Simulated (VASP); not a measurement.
# GaN (F-43m) in VASP: notebook

Runs on GaN. Level: PBEsol. Tasks: single point.

All numbers are computed with VASP 6.6.1; they aren't measurements. Logs are shortened: lines on timing, memory, paths and dates and some standing lists are left out, and cuts for length are marked.

**1. The cell of the first run**

Symmetry: F-43m, No. 216, cubic system. The conventional cell has a = 4.566 Å, b = 4.566 Å, c = 4.566 Å, α = 90.00°, β = 90.00°, γ = 90.00°. Within 2.6 Å of Ga (site symmetry -43m) lie 4 N at 1.98 Å. Within 2.6 Å of N (site symmetry -43m) lie 4 Ga at 1.98 Å.

**2. Single point, PBEsol (volume scaled by 1.04)**

INCAR reads:

```
ALGO = Normal
EDIFF = 1E-6
ENCUT = 520
GGA = PS
ISIF = 2
ISMEAR = -1
LASPH = True
LCHARG = False
LREAL = False
LWAVE = False
NBANDS = 16
NELM = 100
PREC = Accurate
SIGMA = 0.05
```

KPOINTS reads:

```
k-points
0
Gamma
  10 10 10
```

POSCAR reads:

```
GaN
1.0
    0.0000000000      2.2831553320      2.2831553320
    2.2831553320      0.0000000000      2.2831553320
    2.2831553320      2.2831553320      0.0000000000
Ga N
1 1
Direct
    0.0000000000      0.0000000000      0.0000000000
    0.2500000000      0.2500000000      0.2500000000
```

Potentials or basis: VASP PAW PBE potentials, release 64 (Ga_d, N).

The run is started by

```sh
cat potpaw_PBE.64/Ga_d/POTCAR potpaw_PBE.64/N/POTCAR > POTCAR
mpirun -np 1 vasp_std > vasp.out
```

OUTCAR:

```text
EDIFF = 1E-6
   ENCUT = 520
   GGA = PS
   ISIF = 2
   ISMEAR = -1
   LASPH = True
   LREAL = False
   NELM = 100
   PREC = Accurate

 ion  position               nearest neighbor table
   1  0.000  0.000  0.000-   2 1.98   2 1.98   2 1.98   2 1.98
   2  0.250  0.250  0.250-   1 1.98   1 1.98   1 1.98   1 1.98

  LATTYP: Found a face centered cubic cell.
 ALAT       =     4.5663106640

  Lattice vectors:

 A1 = (   0.0000000000,   2.2831553320,   2.2831553320)
 A2 = (   2.2831553320,   0.0000000000,   2.2831553320)
 A3 = (   2.2831553320,   2.2831553320,   0.0000000000)

Analysis of symmetry for initial positions (statically):
=====================================================================
 Subroutine PRICEL returns:
 Original cell was already a primitive cell.

 Routine SETGRP: Setting up the symmetry group for a
 face centered cubic supercell.

 Subroutine GETGRP returns: Found 24 space group operations
 (whereof 24 operations were pure point group operations)
 out of a pool of 48 trial point group operations.

The static configuration has the point symmetry T_d .

Analysis of symmetry for dynamics (positions and initial velocities):
=====================================================================
 Subroutine PRICEL returns:
 Original cell was already a primitive cell.

 Routine SETGRP: Setting up the symmetry group for a
 face centered cubic supercell.

 Subroutine GETGRP returns: Found 24 space group operations
 (whereof 24 operations were pure point group operations)
 out of a pool of 48 trial point group operations.

The dynamic configuration has the point symmetry T_d .

 Subroutine INISYM returns: Found 24 space group operations
 (whereof 24 operations are pure point group operations),
 and found     1 'primitive' translations

----------------------------------------------------------------------------------------

                                     Primitive cell

  volume of cell :      23.8033

  direct lattice vectors                    reciprocal lattice vectors
     0.000000000  2.283155332  2.283155332    -0.218995174  0.218995174  0.218995174
     2.283155332  0.000000000  2.283155332     0.218995174 -0.218995174  0.218995174
     2.283155332  2.283155332  0.000000000     0.218995174  0.218995174 -0.218995174

  length of vectors
     3.228869236  3.228869236  3.228869236     0.379310769  0.379310769  0.379310769

  position of ions in fractional coordinates (direct lattice)
     0.000000000  0.000000000  0.000000000
     0.250000000  0.250000000  0.250000000

  ion indices of the primitive-cell ions
   primitive index   ion index
                 1           1
                 2           2

----------------------------------------------------------------------------------------

 KPOINTS: k-points

Automatic generation of k-mesh.
 Grid dimensions read from file:
 generate k-points for:   10   10   10

 Generating k-lattice:

  Cartesian coordinates                     Fractional coordinates (reciprocal lattice)
    -0.021899517  0.021899517  0.021899517     0.100000000  0.000000000  0.000000000
     0.021899517 -0.021899517  0.021899517     0.000000000  0.100000000  0.000000000
     0.021899517  0.021899517 -0.021899517     0.000000000  0.000000000  0.100000000

  Length of vectors
     0.037931077  0.037931077  0.037931077

  Shift w.r.t. Gamma in fractional coordinates (k-lattice)
     0.000000000  0.000000000  0.000000000

 Subroutine IBZKPT returns following result:
 ===========================================

 Found     47 irreducible k-points:

 Following reciprocal coordinates:
            Coordinates               Weight
  0.000000  0.000000  0.000000      1.000000
  0.100000  0.000000  0.000000      8.000000
  0.200000  0.000000  0.000000      8.000000
  0.300000  0.000000  0.000000      8.000000
  0.400000  0.000000  0.000000      8.000000
  0.500000  0.000000  0.000000      4.000000
[... 16 lines left out ...]
  0.300000  0.300000  0.000000      6.000000
  0.400000  0.300000  0.000000     24.000000
 [... further k-points ...]
   k-points           NKPTS =     47   k-points in BZ     NKDIM =     47   number of bands    NBANDS=     16
   number of dos      NEDOS =    301   number of ions     NIONS =      2
   total plane-waves  NPLWV =  13824
   dimension x,y,z NGX =    24 NGY =   24 NGZ =   24
   dimension x,y,z NGXF=    48 NGYF=   48 NGZF=   48
   ions per type =               1   1
   NGX,Y,Z   is equivalent  to a cutoff of  12.36, 12.36, 12.36 a.u.
   NGXF,Y,Z  is equivalent  to a cutoff of  24.71, 24.71, 24.71 a.u.
 SYSTEM =  unknown system
   PREC   = accura    normal or accurate (medium, high low for compatibility)
   ISTART =      0    job   : 0-new  1-cont  2-samecut
   ICHARG =      2    charge: 1-file 2-atom 10-const
   ISPIN  =      1    spin polarized calculation?
   LNONCOLLINEAR =      F non collinear calculations
   LSORBIT =      F    spin-orbit coupling
   LASPH  =      T    aspherical Exc in radial PAW
   ENCUT  =  520.0 eV  38.22 Ry    6.18 a.u.   6.00  6.00  6.00*2*pi/ulx,y,z
   NELM   =    100;   NELMIN=  2; NELMDL= -5     # of ELM steps
   EDIFF  = 0.1E-05   stopping-criterion for ELM
   LREAL  =      F    real-space projection
   EDIFFG = 0.1E-04   stopping-criterion for IOM
   NSW    =      0    number of steps for IOM
   IBRION =     -1    ionic relax: 0-MD 1-quasi-New 2-CG
   NFREE  =      0    steps in history (QN), initial steepest desc. (CG)
   ISIF   =      2    stress and relaxation
   ISYM   =      2    0-nonsym 1-usesym 2-fastsym
   POTIM  = 0.5000    time-step for ionic-motion
   TEBEG  =    0.0;   TEEND  =   0.0 temperature during run
   PSTRESS=    0.0 pullay stress
   NELECT =      18.0000    total number of electrons
   NUPDOWN=      -1.0000    fix difference up-down
   EMIN   =  10.00;   EMAX   =-10.00  energy-range for DOS
   EFERMI =   0.00;   METHOD = LEGACY
   ISMEAR =    -1;   SIGMA  =   0.05  broadening in eV -4-tet -1-fermi 0-gaus
   EFERMI_NEDOS =   21; number of points for ismear=-14 and -15
   IALGO  =     38    algorithm
   IMIX   =      4    mixing-type and parameters
     AMIX     =   0.40;   BMIX     =  1.00
     AMIX_MAG =   1.60;   BMIX_MAG =  1.00
  volume/ion in A,a.u.               =      11.90        80.32
  Fermi-wavevector in a.u.,A,eV,Ry     =   1.491490  2.818507 30.266718  2.224541
  Thomas-Fermi vector in A             =   2.604138
   LORBIT       =      0    0 simple, 1 ext, 2 COOP (PROOUT), +10 PAW based schemes
   GGA     = PS    functional components
   LHFCALC =     F    Hartree Fock is set to
   AEXX    =    0.0000 exact exchange contribution
   IVDW    =     0    specifies the selected vdW correction
   LEPSILON=     F    determine dielectric tensor
   LRPA    =     F    only Hartree local field effects (RPA)
 non-spin polarized calculation
  energy-cutoff  :      520.00
  volume of cell :       23.80
 maximum number of plane-waves:       656
   NGX = 13   NGY = 13   NGZ = 13

 number of electron      17.9999983 magnetization

 Free energy of the ion-electron system (eV)
  ---------------------------------------------------
  ext. energy  EPLUGINS =         0.00000000
  ---------------------------------------------------
  free energy    TOTEN  =       -13.09555381 eV

  energy without entropy =      -13.09555381  energy(sigma->0) =      -13.09555381

 E-fermi :   5.4917     XC(G=0): -11.6931

 val. band max:        4.7304958847   @ k =   0.0000   0.0000   0.0000
 cond. band min:       6.1632471509   @ k =   0.0000   0.0000   0.0000
 fundamental gap:      1.4327512662
 Fermi energy:         5.4917382221

 k-point     1 :       0.0000    0.0000    0.0000
  band No.  band energies     occupation
      1     -10.8711      2.00000
      2      -8.6428      2.00000
      3      -8.6428      2.00000
      4      -8.6428      2.00000
      5      -8.3559      2.00000
      6      -8.3559      2.00000
[... 8 lines left out ...]
     15      23.1273      0.00000
     16      23.1273      0.00000

 k-point     2 :       0.1000    0.0000    0.0000
  band No.  band energies     occupation
      1     -10.7674      2.00000
      2      -8.6305      2.00000
      3      -8.6305      2.00000
      4      -8.6022      2.00000
      5      -8.3570      2.00000
      6      -8.3570      2.00000
[... 8 lines left out ...]
     15      21.8813      0.00000
     16      21.8813      0.00000

 k-point     3 :       0.2000    0.0000    0.0000
  band No.  band energies     occupation
      1     -10.5110      2.00000
      2      -8.6020      2.00000
      3      -8.6020      2.00000
      4      -8.4342      2.00000
      5      -8.3558      2.00000
      6      -8.3558      2.00000
[... 8 lines left out ...]
     15      21.1290      0.00000
     16      21.1290      0.00000

 k-point     4 :       0.3000    0.0000    0.0000
  band No.  band energies     occupation
      1     -10.2495      2.00000
      2      -8.5767      2.00000
      3      -8.5767      2.00000
      4      -8.3435      2.00000
      5      -8.3435      2.00000
      6      -8.0337      2.00000
[... 8 lines left out ...]
     15      21.5668      0.00000
     16      21.5668      0.00000

 k-point     5 :       0.4000    0.0000    0.0000
  band No.  band energies     occupation
      1     -10.1015      2.00000
      2      -8.5659      2.00000
      3      -8.5659      2.00000
      4      -8.3232      2.00000
      5      -8.3232      2.00000
      6      -7.4400      2.00000
[... 8 lines left out ...]
     15      22.8745      0.00000
     16      22.8745      0.00000

 k-point     6 :       0.5000    0.0000    0.0000
  band No.  band energies     occupation
      1     -10.0603      2.00000
      2      -8.5640      2.00000
      3      -8.5640      2.00000
      4      -8.3131      2.00000
      5      -8.3131      2.00000
      6      -7.0997      2.00000
[... 8 lines left out ...]
     15      23.8002      0.00000
     16      23.8002      0.00000

 k-point     7 :       0.1000    0.1000    0.0000
  band No.  band energies     occupation
      1     -10.7334      2.00000
      2      -8.6194      2.00000
      3      -8.6194      2.00000
      4      -8.6032      2.00000
      5      -8.3649      2.00000
      6      -8.3492      2.00000
[... 8 lines left out ...]
     15      22.9878      0.00000
     16      23.8070      0.00000

 k-point     8 :       0.2000    0.1000    0.0000
  band No.  band energies     occupation
      1     -10.5296      2.00000
      2      -8.6002      2.00000
      3      -8.5898      2.00000
      4      -8.4910      2.00000
      5      -8.3591      2.00000
      6      -8.3425      2.00000
[... 8 lines left out ...]
     15      22.8217      0.00000
     16      23.0269      0.00000

 k-point     9 :       0.3000    0.1000    0.0000
  band No.  band energies     occupation
      1     -10.2755      2.00000
      2      -8.5778      2.00000
      3      -8.5608      2.00000
      4      -8.3942      2.00000
      5      -8.3310      2.00000
      6      -8.1183      2.00000
[... 8 lines left out ...]
     15      22.0071      0.00000
     16      22.9721      0.00000
[... 172 lines left out ...]
 k-point    19 :       0.5000    0.2000    0.0000
  band No.  band energies     occupation
      1      -9.9943      2.00000
      2      -8.5486      2.00000
      3      -8.4941      2.00000
      4      -8.3919      2.00000
      5      -8.3094      2.00000
      6      -6.9891      2.00000
[... 8 lines left out ...]
     15      24.3880      0.00000
     16      24.7615      0.00000

 k-point    20 :      -0.4000    0.2000    0.0000
  band No.  band energies     occupation
      1      -9.9885      2.00000
      2      -8.5535      2.00000
      3      -8.4996      2.00000
      4      -8.3648      2.00000
      5      -8.3312      2.00000
      6      -6.8718      2.00000
[... 8 lines left out ...]
     15      22.8700      0.00000
     16      24.4125      0.00000

 k-point    21 :      -0.3000    0.2000    0.0000
  band No.  band energies     occupation
      1     -10.0409      2.00000
      2      -8.5553      2.00000
      3      -8.5157      2.00000
      4      -8.3615      2.00000
      5      -8.3568      2.00000
      6      -7.3128      2.00000
[... 8 lines left out ...]
     15      21.4642      0.00000
     16      24.7326      0.00000

 k-point    22 :      -0.2000    0.2000    0.0000
  band No.  band energies     occupation
      1     -10.1701      2.00000
      2      -8.5619      2.00000
      3      -8.5488      2.00000
      4      -8.3757      2.00000
      5      -8.3625      2.00000
      6      -7.8649      2.00000
[... 8 lines left out ...]
     15      21.5573      0.00000
     16      24.6477      0.00000

 k-point    23 :       0.3000    0.3000    0.0000
  band No.  band energies     occupation
      1     -10.0956      2.00000
      2      -8.5033      2.00000
      3      -8.4716      2.00000
      4      -8.4716      2.00000
      5      -8.3102      2.00000
      6      -7.8399      2.00000
[... 8 lines left out ...]
     15      26.3068      0.00000
     16      26.4153      0.00000

 k-point    24 :       0.4000    0.3000    0.0000
  band No.  band energies     occupation
      1     -10.0002      2.00000
      2      -8.5219      2.00000
      3      -8.4407      2.00000
      4      -8.4405      2.00000
      5      -8.3010      2.00000
      6      -7.3901      2.00000
[... 8 lines left out ...]
     15      26.2837      0.00000
     16      26.6383      0.00000

 [... further k-points ...]
[... 5 lines left out ...]
  --------------------------------------------------------------------------------------
  -------------------------------------------------------------------------------------
  Total       -1.1650782     -1.1650782     -1.1650782     -0.0000000      0.0000000     -0.0000000
  in kB      -78.4204386    -78.4204386    -78.4204386     -0.0000000      0.0000000     -0.0000000
  external PRESSURE =     -78.4204386 kB  Pullay stress =       0.0000000 kB

 VOLUME and BASIS-vectors are now :
 -----------------------------------------------------------------------------
  energy-cutoff  :      520.00
  volume of cell :       23.80
      direct lattice vectors                 reciprocal lattice vectors
     0.000000000  2.283155332  2.283155332    -0.218995174  0.218995174  0.218995174
     2.283155332  0.000000000  2.283155332     0.218995174 -0.218995174  0.218995174
     2.283155332  2.283155332  0.000000000     0.218995174  0.218995174 -0.218995174

 POSITION                                       TOTAL-FORCE (eV/Angst)
 -----------------------------------------------------------------------------------
      0.00000      0.00000      0.00000         0.000000      0.000000      0.000000
      1.14158      1.14158      1.14158        -0.000000     -0.000000     -0.000000
 -----------------------------------------------------------------------------------
    total drift:                                0.000001      0.000001      0.000000

  FREE ENERGIE OF THE ION-ELECTRON SYSTEM (eV)
  ---------------------------------------------------
  free  energy   TOTEN  =       -13.0955538132 eV

  energy  without entropy=      -13.0955538085  energy(sigma->0) =      -13.09555381
```

Run time: 18 s. Hardware: 1 thread of AMD EPYC 7R43 (Zen 3), shared host; peak memory 0.11 GiB.

What came out:

| Item | Value |
| --- | --- |
| Free energy | -13.0956 eV |
| Pressure | -7.8 GPa |
| Band gap on the k mesh | 1.43 eV, direct |

Levels at points of the mesh, in eV from the valence-band top:
```
           k point  band 6  band 7  band 8  band 9  band 10  band 11  band 12  band 13
(0.00, 0.00, 0.00)  -13.09    0.00    0.00    0.00     1.43     9.96     9.96     9.96
(0.50, 0.00, 0.00)  -11.83   -6.86   -0.93   -0.93     4.30     8.44    10.06    10.06
(0.50, 0.50, 0.00)  -11.40   -6.02   -2.60   -2.60     3.21     6.33    11.30    13.47
```

Caveat: the cell differs from its parent crystal (volume scaled by 1.04); the PAW data sets were made with another functional, which shifts forces and pressure a little.

**3. Single point, PBEsol (volume scaled by 1.06)**

INCAR reads:

```
  ALGO = Normal
  EDIFF = 1E-6
  ENCUT = 520
  GGA = PS
  ISIF = 2
  ISMEAR = -1
  LASPH = T
  LCHARG = F
  LREAL = F
  LWAVE = F
  NBANDS = 16
  NELM = 80
  PREC = Accurate
  SIGMA = 0.05
```

KPOINTS is that of step 2.

POSCAR reads:

```
GaN
1.0
    0.0000000000      2.2976981147      2.2976981147
    2.2976981147      0.0000000000      2.2976981147
    2.2976981147      2.2976981147      0.0000000000
Ga N
1 1
Direct
    0.0000000000      0.0000000000      0.0000000000
    0.2500000000      0.2500000000      0.2500000000
```

Potentials or basis: VASP PAW PBE potentials, release 64 (Ga_d, N).

The run is started by

```sh
cat potpaw_PBE.64/Ga_d/POTCAR potpaw_PBE.64/N/POTCAR > POTCAR
mpirun -np 1 vasp_std > vasp.out
```

Run time: 17 s. Hardware: 1 thread of AMD EPYC 7R43 (Zen 3), shared host; peak memory 0.11 GiB.

The run converged. Its results:

```yaml
Free_energy: -13.0693 eV
Pressure: -10.6 GPa
Band_gap_on_the_k_mesh: 1.31 eV, direct
```

Levels at points of the mesh, in eV from the valence-band top:
```csv
k point,band 5,band 6,band 7,band 8,band 9,band 10,band 11,band 12,band 13,band 14
"(0.00, 0.00, 0.00)",-13.09,-13.09,0.00,0.00,0.00,1.31,9.84,9.84,9.84,16.61
"(0.50, 0.00, 0.00)",-13.05,-11.83,-6.74,-0.91,-0.91,4.17,8.34,9.96,9.96,14.96
"(0.50, 0.50, 0.00)",-13.03,-11.40,-5.94,-2.54,-2.54,3.21,6.22,11.17,13.27,13.27
```

Caveat: the cell differs from its parent crystal (volume scaled by 1.06); the PAW data sets were made with another functional, which shifts forces and pressure a little.

**4. Single point, PBEsol**

This run uses another cell than the first one, of 11.44 Å³/atom, 0.962 times its volume.

INCAR reads:

```
PREC     = Accurate       # precision mode
ENCUT    = 520            # plane-wave cutoff, eV
EDIFF    = 1E-6           # SCF threshold, eV
ISMEAR   = -1             # smearing method
SIGMA    = 0.05           # smearing width, eV
LREAL    = False          # projectors in reciprocal space
LASPH    = True           # aspherical terms in the spheres
NELM     = 80             # most SCF steps
ALGO     = Normal         # electronic algorithm
ISIF     = 2              # what is computed and relaxed
LWAVE    = False          # write WAVECAR
LCHARG   = False          # write CHGCAR
GGA      = PS             # functional
NBANDS   = 16             # bands
```

KPOINTS reads:

```
regular mesh
0
Gamma
  8 8 8
```

POSCAR reads:

```
GaN
1.0
    0.0000000000      2.2535006075      2.2535006075
    2.2535006075      0.0000000000      2.2535006075
    2.2535006075      2.2535006075      0.0000000000
Ga N
1 1
Direct
    0.0000000000      0.0000000000      0.0000000000
    0.2500000000      0.2500000000      0.2500000000
```

The run is started by

```sh
cat potpaw_PBE.64/Ga_d/POTCAR potpaw_PBE.64/N/POTCAR > POTCAR
mpirun -np 1 vasp_std > vasp.out
```

It took 9.9 s on 1 thread of Intel Xeon Platinum 8488C (Sapphire Rapids), shared host; peak memory 0.14 GiB.

Results (log left out):

* Free energy: -13.1215 eV
* Pressure: -1.3 GPa
* Band gap on the k mesh: 1.68 eV, direct

Levels at points of the mesh, in eV from the valence-band top:
| k point | band 6 | band 7 | band 8 | band 9 | band 10 | band 11 | band 12 | band 13 |
| --- | --- | --- | --- | --- | --- | --- | --- | --- |
| (0.00, 0.00, 0.00) | -13.08 | 0.00 | 0.00 | 0.00 | 1.68 | 10.20 | 10.20 | 10.20 |
| (0.50, 0.00, 0.00) | -11.83 | -7.11 | -0.98 | -0.98 | 4.56 | 8.63 | 10.26 | 10.26 |
| (0.50, 0.50, 0.00) | -11.40 | -6.18 | -2.73 | -2.73 | 3.22 | 6.56 | 11.57 | 13.88 |

Caveat: the PAW data sets were made with another functional, which shifts forces and pressure a little.

**5. The runs side by side**

```tsv
cell	k mesh	gap on the mesh (eV)	pressure (GPa)
a = 3.229 Å, angles 60.0°, 2 atoms	10 × 10 × 10	1.43	-7.8
a = 3.249 Å, angles 60.0°, 2 atoms	10 × 10 × 10	1.31	-10.6
a = 3.187 Å, angles 60.0°, 2 atoms	8 × 8 × 8	1.68	-1.3
```

Alike in all rows: task single point; level PBEsol; potentials or basis VASP PAW PBE potentials, release 64 (Ga_d, N); no spin polarisation; cutoff (eV) 520; smearing fermi-dirac 0.05 eV.

Caveats: the PAW data sets were made with another functional, which shifts forces and pressure a little.

Absolute energies hang on the potentials; compare differences alone.
